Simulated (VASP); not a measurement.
# Mo (Im-3m) in VASP: further runs

Mo is run at these levels: PBE+D3(BJ); tasks: single point, relaxation of cell and atoms.

All numbers are computed with VASP 6.6.1; they aren't measurements. Logs are shortened: lines on timing, memory, paths and dates and some standing lists are left out, and cuts for length are marked.

## (1) The cell of the first run

It takes space group Im-3m (No. 229, cubic). The conventional cell has a = 3.130 Å, b = 3.130 Å, c = 3.130 Å, α = 90.00°, β = 90.00°, γ = 90.00°. Within 3.6 Å of Mo (site symmetry m-3m) lie 14 Mo at 2.71 to 3.13 Å.

## (2) Single point, PBE+D3(BJ)

INCAR

```
PREC = Accurate
ENCUT = 520
EDIFF = 1E-6
ISMEAR = 0
SIGMA = 0.1
LREAL = F
LASPH = T
NELM = 60
ALGO = Fast
ISIF = 2
LWAVE = F
LCHARG = F
GGA = PE
IVDW = 12
NBANDS = 13
```

KPOINTS

```
regular mesh
0
Gamma
  18 18 18
```

POSCAR

```
Mo
1.0
   -1.5651084215      1.5651084215      1.5651084215
    1.5651084215     -1.5651084215      1.5651084215
    1.5651084215      1.5651084215     -1.5651084215
Mo
1
Direct
    0.0000000000      0.0000000000      0.0000000000
```

Potentials or basis: VASP PAW PBE potentials, release 64 (Mo_sv).

Run with:

```sh
$ cat potpaw_PBE.64/Mo_sv/POTCAR > POTCAR
$ mpirun -np 1 vasp_std > vasp.out
```

OUTCAR:

```text
PREC = Accurate
   ENCUT = 520
   EDIFF = 1E-6
   ISMEAR = 0
   LREAL = F
   LASPH = T
   NELM = 60
   ISIF = 2
   GGA = PE
   IVDW = 12
 IVDW          = 12

 ion  position               nearest neighbor table
   1  0.000  0.000  0.000-

  LATTYP: Found a body centered cubic cell.
 ALAT       =     3.1302168430

  Lattice vectors:

 A1 = (  -1.5651084215,   1.5651084215,   1.5651084215)
 A2 = (   1.5651084215,  -1.5651084215,   1.5651084215)
 A3 = (   1.5651084215,   1.5651084215,  -1.5651084215)

Analysis of symmetry for initial positions (statically):
=====================================================================
 Subroutine PRICEL returns:
 Original cell was already a primitive cell.

 Routine SETGRP: Setting up the symmetry group for a
 body centered cubic supercell.

 Subroutine GETGRP returns: Found 48 space group operations
 (whereof 48 operations were pure point group operations)
 out of a pool of 48 trial point group operations.

The static configuration has the point symmetry O_h .

Analysis of symmetry for dynamics (positions and initial velocities):
=====================================================================
 Subroutine PRICEL returns:
 Original cell was already a primitive cell.

 Routine SETGRP: Setting up the symmetry group for a
 body centered cubic supercell.

 Subroutine GETGRP returns: Found 48 space group operations
 (whereof 48 operations were pure point group operations)
 out of a pool of 48 trial point group operations.

The dynamic configuration has the point symmetry O_h .

 Subroutine INISYM returns: Found 48 space group operations
 (whereof 48 operations are pure point group operations),
 and found     1 'primitive' translations

----------------------------------------------------------------------------------------

                                     Primitive cell

  volume of cell :      15.3353

  direct lattice vectors                    reciprocal lattice vectors
    -1.565108421  1.565108421  1.565108421     0.000000000  0.319466686  0.319466686
     1.565108421 -1.565108421  1.565108421     0.319466686  0.000000000  0.319466686
     1.565108421  1.565108421 -1.565108421     0.319466686  0.319466686  0.000000000

  length of vectors
     2.710847305  2.710847305  2.710847305     0.451794119  0.451794119  0.451794119

  position of ions in fractional coordinates (direct lattice)
     0.000000000  0.000000000  0.000000000

  ion indices of the primitive-cell ions
   primitive index   ion index
                 1           1

[... 83 lines left out ...]
   NUPDOWN=      -1.0000    fix difference up-down
   EMIN   =  10.00;   EMAX   =-10.00  energy-range for DOS
   EFERMI =   0.00;   METHOD = LEGACY
   ISMEAR =     0;   SIGMA  =   0.10  broadening in eV -4-tet -1-fermi 0-gaus
   EFERMI_NEDOS =   21; number of points for ismear=-14 and -15
   IALGO  =     68    algorithm
   IMIX   =      4    mixing-type and parameters
     AMIX     =   0.40;   BMIX     =  1.00
     AMIX_MAG =   1.60;   BMIX_MAG =  1.00
  volume/ion in A,a.u.               =      15.34       103.49
  Fermi-wavevector in a.u.,A,eV,Ry     =   1.588131  3.001133 34.316086  2.522161
  Thomas-Fermi vector in A             =   2.687182
   LORBIT       =      0    0 simple, 1 ext, 2 COOP (PROOUT), +10 PAW based schemes
   GGA     = PE    functional components
   LHFCALC =     F    Hartree Fock is set to
   AEXX    =    0.0000 exact exchange contribution
   IVDW    =    12    specifies the selected vdW correction
   LEPSILON=     F    determine dielectric tensor
   LRPA    =     F    only Hartree local field effects (RPA)
 non-spin polarized calculation
 RMM-DIIS sequential band-by-band and
 Gauss-broadening in eV      SIGMA  =   0.10
  energy-cutoff  :      520.00
  volume of cell :       15.34
 maximum number of plane-waves:       426
   NGX =  9   NGY =  9   NGZ =  9

 number of electron      13.9999998 magnetization

 Free energy of the ion-electron system (eV)
  ---------------------------------------------------
  ext. energy  EPLUGINS =         0.00000000
  ---------------------------------------------------
  free energy    TOTEN  =       -10.92237957 eV

  energy without entropy =      -10.92007127  energy(sigma->0) =      -10.92122542

 E-fermi :  12.9291     XC(G=0): -13.4989

 val. band max:       12.9234104536   @ k =  -0.3889   0.4444   0.2778
 cond. band min:      12.9438166703   @ k =   0.3889   0.1111   0.0000
 fundamental gap:      0.0204062167
 Fermi energy:        12.9291142882

 k-point     1 :       0.0000    0.0000    0.0000
  band No.  band energies     occupation
      1     -48.3804      2.00000
      2     -21.6010      2.00000
      3     -21.6010      2.00000
      4     -21.6010      2.00000
      5       5.6064      2.00000
      6      11.5026      2.00000
      7      11.5026      2.00000
      8      11.5026      2.00000
      9      14.6003      0.00000
     10      14.6003      0.00000
     11      27.7646      0.00000
     12      27.7646      0.00000
     13      27.7646      0.00000
[... 354 lines left out ...]
  band No.  band energies     occupation
      1     -48.0944      2.00000
      2     -22.9957      2.00000
      3     -22.1153      2.00000
      4     -21.6786      2.00000
      5       7.8888      2.00000
      6       9.5742      2.00000
      7      12.9438      0.83529
      8      14.5085      0.00000
      9      15.6837      0.00000
     10      18.4405      0.00000
     11      24.8797      0.00000
     12      25.7882      0.00000
     13      30.1704      0.00000

 [... further k-points ...]

------------------------ aborting loop because EDIFF is reached ----------------------------------------

 Edisp (eV)   -0.72827

 E8    (eV) :    -0.3433

  FORCE on cell =-STRESS in cart. coord.  units (eV):
  Direction    XX          YY          ZZ          XY          YZ          ZX
  --------------------------------------------------------------------------------------
  -------------------------------------------------------------------------------------
  Total       0.05636     0.05636     0.05636     0.00000    -0.00000     0.00000
  in kB       5.88879     5.88879     5.88879     0.00000    -0.00000     0.00000
  external pressure =        5.89 kB  Pullay stress =        0.00 kB

 VOLUME and BASIS-vectors are now :
 -----------------------------------------------------------------------------
  energy-cutoff  :      520.00
  volume of cell :       15.34
      direct lattice vectors                 reciprocal lattice vectors
    -1.565108421  1.565108421  1.565108421     0.000000000  0.319466686  0.319466686
     1.565108421 -1.565108421  1.565108421     0.319466686  0.000000000  0.319466686
     1.565108421  1.565108421 -1.565108421     0.319466686  0.319466686  0.000000000

 POSITION                                       TOTAL-FORCE (eV/Angst)
 -----------------------------------------------------------------------------------
      0.00000      0.00000      0.00000         0.000000      0.000000     -0.000000
 -----------------------------------------------------------------------------------
    total drift:                               -0.000000      0.000000      0.000000

  FREE ENERGIE OF THE ION-ELECTRON SYSTEM (eV)
  ---------------------------------------------------
  free  energy   TOTEN  =       -11.6506498483 eV

  energy  without entropy=      -11.6483415508  energy(sigma->0) =      -11.64949570
```

Wall time 15 s (1 thread of Intel Xeon 6975P-C (Granite Rapids), shared host); peak memory 0.16 GiB.

What came out:

* Free energy: -11.6506 eV
* Pressure: 0.6 GPa
* Band gap on the k mesh: zero (band 7 reaches 16.99 eV, above the bottom of band 8 at 11.50 eV)
* Dispersion energy per atom: -0.728 eV

Caveat: pairwise dispersion overbinds metals, which lowers pressure and volume.

## (3) Relaxation of cell and atoms, PBE+D3(BJ)

This run uses another cell than the first one, of 15.51 Å³/atom, 1.011 times its volume.

INCAR

```
ALGO = Fast
EDIFF = 1E-7
EDIFFG = -0.005
ENCUT = 600
GGA = PE
IBRION = 2
ISIF = 3
ISMEAR = 0
IVDW = 12
LASPH = T
LCHARG = F
LREAL = F
LWAVE = F
NELM = 80
NSW = 100
PREC = Accurate
SIGMA = 0.1
```

KPOINTS

```
k-points
0
Gamma
  18 18 18
```

POSCAR

```
Mo
1.0
   -1.5710000000      1.5710000000      1.5710000000
    1.5710000000     -1.5710000000      1.5710000000
    1.5710000000      1.5710000000     -1.5710000000
Mo
1
Direct
    0.0000000000      0.0000000000      0.0000000000
```

Potentials or basis: VASP PAW PBE potentials, release 64 (Mo_sv).

Run with:

```sh
$ cat potpaw_PBE.64/Mo_sv/POTCAR > POTCAR
$ mpirun -np 1 vasp_std > vasp.out
```

OUTCAR:

```text
EDIFF = 1E-7
   EDIFFG = -0.005
   ENCUT = 600
   GGA = PE
   IBRION = 2
   ISIF = 3
   ISMEAR = 0
   IVDW = 12
   LASPH = T
   LREAL = F
   NELM = 80
   NSW = 100
   PREC = Accurate
 IVDW          = 12

 ion  position               nearest neighbor table
   1  0.000  0.000  0.000-

  LATTYP: Found a body centered cubic cell.
 ALAT       =     3.1420000000

  Lattice vectors:

 A1 = (  -1.5710000000,   1.5710000000,   1.5710000000)
 A2 = (   1.5710000000,  -1.5710000000,   1.5710000000)
 A3 = (   1.5710000000,   1.5710000000,  -1.5710000000)

Analysis of symmetry for initial positions (statically):
=====================================================================
 Subroutine PRICEL returns:
 Original cell was already a primitive cell.

 Routine SETGRP: Setting up the symmetry group for a
 body centered cubic supercell.

 Subroutine GETGRP returns: Found 48 space group operations
 (whereof 48 operations were pure point group operations)
 out of a pool of 48 trial point group operations.

The static configuration has the point symmetry O_h .

Analysis of symmetry for dynamics (positions and initial velocities):
=====================================================================
 Subroutine PRICEL returns:
 Original cell was already a primitive cell.

 Routine SETGRP: Setting up the symmetry group for a
 body centered cubic supercell.

 Subroutine GETGRP returns: Found 48 space group operations
 (whereof 48 operations were pure point group operations)
 out of a pool of 48 trial point group operations.

The dynamic configuration has the point symmetry O_h .

 Subroutine INISYM returns: Found 48 space group operations
 (whereof 48 operations are pure point group operations),
 and found     1 'primitive' translations

----------------------------------------------------------------------------------------

                                     Primitive cell

  volume of cell :      15.5092

  direct lattice vectors                    reciprocal lattice vectors
    -1.571000000  1.571000000  1.571000000     0.000000000  0.318268619  0.318268619
     1.571000000 -1.571000000  1.571000000     0.318268619  0.000000000  0.318268619
     1.571000000  1.571000000 -1.571000000     0.318268619  0.318268619  0.000000000

[... 100 lines left out ...]
     AMIX     =   0.40;   BMIX     =  1.00
     AMIX_MAG =   1.60;   BMIX_MAG =  1.00
  volume/ion in A,a.u.               =      15.51       104.66
  Fermi-wavevector in a.u.,A,eV,Ry     =   1.582176  2.989878 34.059184  2.503279
  Thomas-Fermi vector in A             =   2.682139
   LORBIT       =      0    0 simple, 1 ext, 2 COOP (PROOUT), +10 PAW based schemes
   GGA     = PE    functional components
   LHFCALC =     F    Hartree Fock is set to
   AEXX    =    0.0000 exact exchange contribution
   IVDW    =    12    specifies the selected vdW correction
   LEPSILON=     F    determine dielectric tensor
   LRPA    =     F    only Hartree local field effects (RPA)
 conjugate gradient relaxation of ions
 non-spin polarized calculation
 RMM-DIIS sequential band-by-band and
 Gauss-broadening in eV      SIGMA  =   0.10
  energy-cutoff  :      600.00
  volume of cell :       15.51
 maximum number of plane-waves:       537
 NGX is ok and might be reduce to    24
   NGX = 11   NGY = 11   NGZ = 11

--------------------------------------- Ionic step        1  -------------------------------------------

 number of electron      14.0000001 magnetization

 Free energy of the ion-electron system (eV)
  ---------------------------------------------------
  ext. energy  EPLUGINS =         0.00000000
  ---------------------------------------------------
  free energy    TOTEN  =       -10.93004459 eV

  energy without entropy =      -10.92760759  energy(sigma->0) =      -10.92882609

------------------------ aborting loop because EDIFF is reached ----------------------------------------

 Edisp (eV)   -0.71973

 E8    (eV) :    -0.3392
[... 69 lines left out ...]
--------------------------------------- Ionic step        3  -------------------------------------------

 number of electron      14.0000001 magnetization

 Free energy of the ion-electron system (eV)
  ---------------------------------------------------
  ext. energy  EPLUGINS =         0.00000000
  ---------------------------------------------------
  free energy    TOTEN  =       -10.92410576 eV

  energy without entropy =      -10.92177741  energy(sigma->0) =      -10.92294158

 E-fermi :  12.8987     XC(G=0): -13.4884

 val. band max:       12.8936562962   @ k =  -0.3889   0.4444   0.2778
 cond. band min:      12.9112124846   @ k =   0.3889   0.1111   0.0000
 fundamental gap:      0.0175561883
 Fermi energy:        12.8987417737

 k-point     1 :       0.0000    0.0000    0.0000
  band No.  band energies     occupation
      1     -48.4096      2.00000
      2     -21.6355      2.00000
      3     -21.6355      2.00000
      4     -21.6355      2.00000
      5       5.5827      2.00000
      6      11.4762      2.00000
      7      11.4762      2.00000
      8      11.4762      2.00000
      9      14.5670      0.00000
     10      14.5670      0.00000
     11      27.7324      0.00000
[... 309 lines left out ...]
 k-point    24 :       0.3889    0.1111    0.0000
  band No.  band energies     occupation
      1     -48.1257      2.00000
      2     -23.0220      2.00000
      3     -22.1469      2.00000
      4     -21.7125      2.00000
      5       7.8691      2.00000
      6       9.5524      2.00000
      7      12.9112      0.86001
      8      14.4747      0.00000
      9      15.6463      0.00000
     10      18.3966      0.00000
     11      24.8269      0.00000

 [... further k-points ...]

------------------------ aborting loop because EDIFF is reached ----------------------------------------

 Edisp (eV)   -0.72689

 E8    (eV) :    -0.3426
[... 24 lines left out ...]
  FREE ENERGIE OF THE ION-ELECTRON SYSTEM (eV)
  ---------------------------------------------------
  free  energy   TOTEN  =       -11.6509914122 eV

  energy  without entropy=      -11.6486630646  energy(sigma->0) =      -11.64982724

 reached required accuracy - stopping structural energy minimisation
```

CONTCAR:

```text
Mo
   1.00000000000000
    -1.5660566542250962    1.5660566542250962    1.5660566542250962
     1.5660566542250962   -1.5660566542250962    1.5660566542250962
     1.5660566542250962    1.5660566542250962   -1.5660566542250962
  Mo
     1
Direct
     0.0000000000000000    0.0000000000000000    0.0000000000000000

  0.00000000E+00  0.00000000E+00  0.00000000E+00
```

Run time: 39 s. Hardware: 1 thread of Intel Xeon 6975P-C (Granite Rapids), shared host; peak memory 0.19 GiB.

What came out:

| Quantity | Value |
| --- | --- |
| Free energy | -11.6510 eV |
| Relaxed volume | 15.36 Å³/atom |
| Relaxed cell | a = 2.712 Å, b = 2.712 Å, c = 2.712 Å, α = 109.47°, β = 109.47°, γ = 109.47° |
| Space group after relaxing (to 0.05 Å) | Im-3m (No. 229) |
| Energy gained by relaxing | 1.2 meV/atom |
| Ionic steps | 3 |
| Pressure after relaxing | 0.0 GPa |
| Band gap on the k mesh | zero (band 7 reaches 16.95 eV, above the bottom of band 8 at 11.48 eV) |
| Dispersion energy per atom | -0.727 eV |

Step by step:
```csv
step,energy change (eV),largest force (eV/Å),pressure (GPa),volume (Å³)
1,0.0000,0.0000,-2.60,15.51
2,0.0088,0.0000,7.98,14.95
3,-0.0012,0.0000,-0.03,15.36
```

Final structure:
```
CELL_PARAMETERS angstrom
-1.56606 1.56606 1.56606
1.56606 -1.56606 1.56606
1.56606 1.56606 -1.56606
ATOMIC_POSITIONS crystal
Mo 0.00000 0.00000 0.00000
```

Levels at points of the mesh, in eV from the Fermi level:
| k point | band 5 | band 6 | band 7 | band 8 | band 9 | band 10 |
| --- | --- | --- | --- | --- | --- | --- |
| (0.00, 0.00, 0.00) | -7.32 | -1.42 | -1.42 | -1.42 | 1.67 | 1.67 |
| (0.50, 0.00, 0.00) | -5.45 | -3.51 | 1.67 | 1.71 | 2.35 | 4.84 |
| (0.50, 0.50, 0.50) | -5.60 | -5.60 | 4.06 | 4.06 | 4.06 | 9.18 |

Caveat: pairwise dispersion overbinds metals, which lowers pressure and volume.

[end of part 1 of 2]
